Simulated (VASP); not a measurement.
# BaTiO3 (Amm2) in VASP: further runs, part 2 of 2

VASP 6.6.1. The steps go on from the part before.

### 3 Single point, PBEsol

INCAR

```
SYSTEM = BaTiO3
PREC = Accurate
ENCUT = 600
EDIFF = 1E-6
ISMEAR = 0
SIGMA = 0.01
LREAL = .False.
LASPH = .True.
NELM = 120
ALGO = Normal
ISIF = 2
LWAVE = .False.
LCHARG = .False.
GGA = PS
NBANDS = 28
GGA_COMPAT = .False.
```

KPOINTS

```
regular mesh
0
Gamma
  6 6 6
  0 0 0
```

POSCAR

```
BaTiO3
1.0
    3.9855000000      0.0000000000      0.0000000000
    0.0000000000      2.8369000000     -2.8451500000
    0.0000000000      2.8369000000      2.8451500000
Ba Ti O
1 1 3
Direct
    0.0000000000      0.0000000000      0.0000000000
    0.5000000000      0.4876000000      0.5124000000
    0.0000000000      0.5126000000      0.4874000000
    0.5000000000      0.0081600000      0.5052400000
    0.5000000000      0.4947600000      0.9918400000
```

Potentials or basis: VASP PAW PBE potentials, release 64 (Ba_sv, Ti_sv, O).

The run is started by

```console
$ cat potpaw_PBE.64/Ba_sv/POTCAR potpaw_PBE.64/Ti_sv/POTCAR potpaw_PBE.64/O/POTCAR > POTCAR
$ mpirun -np 1 vasp_std > vasp.out
```

OUTCAR:

```text
SYSTEM = BaTiO3
   PREC = Accurate
   ENCUT = 600
   EDIFF = 1E-6
   ISMEAR = 0
   LREAL = .False.
   LASPH = .True.
   NELM = 120
   ISIF = 2
   GGA = PS

 ion  position               nearest neighbor table
   1  0.000  0.000  0.000-   3 2.77   4 2.81   5 2.81   4 2.81   5 2.81   3 2.84   3 2.84   4 2.84
                             4 2.84   5 2.84   5 2.84   3 2.92   2 3.42   2 3.42   2 3.47   2 3.47
   2  0.500  0.488  0.512-   4 1.93   5 1.93   3 2.00   3 2.00   5 2.09   4 2.09   1 3.42   1 3.42
                             1 3.47   1 3.47   1 3.47   1 3.47   1 3.53   1 3.53
[... 954 lines left out ...]
  -------------------------------------------------------------------------------------
  Total       -0.8686161     -0.8093966     -1.0623380      0.0000000      0.0000000      0.0000000
  in kB      -21.6309921    -20.1562600    -26.4552140      0.0000000      0.0000000      0.0000000
  external PRESSURE =     -22.7474887 kB  Pullay stress =       0.0000000 kB

 VOLUME and BASIS-vectors are now :
 -----------------------------------------------------------------------------
  energy-cutoff  :      600.00
  volume of cell :       64.34
      direct lattice vectors                 reciprocal lattice vectors
     3.985500000  0.000000000  0.000000000     0.250909547  0.000000000  0.000000000
     0.000000000  2.836900000 -2.845150000     0.000000000  0.176248722 -0.175737659
     0.000000000  2.836900000  2.845150000     0.000000000  0.176248722  0.175737659

 POSITION                                       TOTAL-FORCE (eV/Angst)
 -----------------------------------------------------------------------------------
      0.00000      0.00000      0.00000         0.000000      0.000000      0.154454
      1.99275      2.83690      0.07056         0.000000      0.000000      0.186239
      0.00000      2.83690     -0.07170         0.000000      0.000000      0.219672
      1.99275      1.45646      1.41427         0.000000      0.010876     -0.280183
      1.99275      4.21734      1.41427         0.000000     -0.010876     -0.280183
 -----------------------------------------------------------------------------------
    total drift:                                0.000000      0.000000     -0.000670

  FREE ENERGIE OF THE ION-ELECTRON SYSTEM (eV)
  ---------------------------------------------------
  free  energy   TOTEN  =       -41.9825000464 eV

  energy  without entropy=      -41.9825000464  energy(sigma->0) =      -41.98250005
```

OSZICAR:

```text
N       E                     dE             d eps       ncg     rms          rms(c)
DAV:   1     0.463367354814E+03    0.46337E+03   -0.22670E+04  2912   0.172E+03
DAV:   2     0.564674059664E+00   -0.46280E+03   -0.44213E+03  3276   0.454E+02
DAV:   3    -0.498176700531E+02   -0.50382E+02   -0.49576E+02  4080   0.143E+02
DAV:   4    -0.521679194011E+02   -0.23502E+01   -0.23446E+01  4360   0.272E+01
DAV:   5    -0.522360277901E+02   -0.68108E-01   -0.68090E-01  3936   0.367E+00    0.227E+01
DAV:   6    -0.422544783332E+02    0.99815E+01   -0.51979E+01  4152   0.654E+01    0.979E+00
DAV:   7    -0.421605699881E+02    0.93908E-01   -0.92369E+00  3904   0.222E+01    0.681E+00
DAV:   8    -0.419765988286E+02    0.18397E+00   -0.78497E-01  3532   0.820E+00    0.293E+00
DAV:   9    -0.420046081117E+02   -0.28009E-01   -0.24645E-01  4028   0.353E+00    0.137E+00
DAV:  10    -0.419833763436E+02    0.21232E-01   -0.12490E-01  3324   0.376E+00    0.340E-01
DAV:  11    -0.419825552296E+02    0.82111E-03   -0.66557E-03  3704   0.678E-01    0.782E-02
DAV:  12    -0.419825981453E+02   -0.42916E-04   -0.57718E-04  4156   0.195E-01    0.744E-02
DAV:  13    -0.419824983010E+02    0.99844E-04   -0.39628E-04  3392   0.214E-01    0.597E-03
DAV:  14    -0.419824999813E+02   -0.16803E-05   -0.21602E-05  3896   0.299E-02    0.557E-03
DAV:  15    -0.419825000464E+02   -0.65107E-07   -0.14310E-06  2304   0.891E-03
   1 F= -.41982500E+02 E0= -.41982500E+02  d E =-.341839E-60
```

stdout:

```text
POSCAR found type information on POSCAR BaTiO
 POSCAR found :  3 types and       5 ions
 scaLAPACK will be used
 -----------------------------------------------------------------------------
|                                                                             |
|                                                                             |
|     You enforced a specific xc type in the INCAR file but a different       |
|     I HOPE YOU KNOW WHAT YOU ARE DOING!                                     |
|                                                                             |
 -----------------------------------------------------------------------------

 LDA part: xc-table for (Slater+PW92), standard interpolation
 POSCAR, INCAR and KPOINTS ok, starting setup
 FFT: planning ... GRIDC
 FFT: planning ... GRID_SOFT
 FFT: planning ... GRID
 WAVECAR not read
 entering main loop
```

Wall time 76 s (1 thread of Intel Xeon Platinum 8375C at 2.90GHz (Ice Lake), shared host); peak memory 0.25 GiB.

Results:

- Free energy: -41.9825 eV
- Pressure: -2.3 GPa
- Largest force: 0.280 eV/Å
- Band gap on the k mesh: 1.80 eV (least direct gap 2.01 eV)

Forces on the atoms (eV/Å):
```
Ba   0.000  0.000  0.154
Ti   0.000  0.000  0.186
O    0.000  0.000  0.220
O    0.000  0.011 -0.280
O    0.000 -0.011 -0.280
```

Stress tensor (GPa, compression positive):
```
-2.16  0.00  0.00
 0.00 -2.02  0.00
 0.00  0.00 -2.65
```

Caveat: the PAW data sets were made with another functional, which shifts forces and pressure a little; spin-orbit coupling is left out, which moves the levels of the heavy elements. A k mesh can miss the band edges.
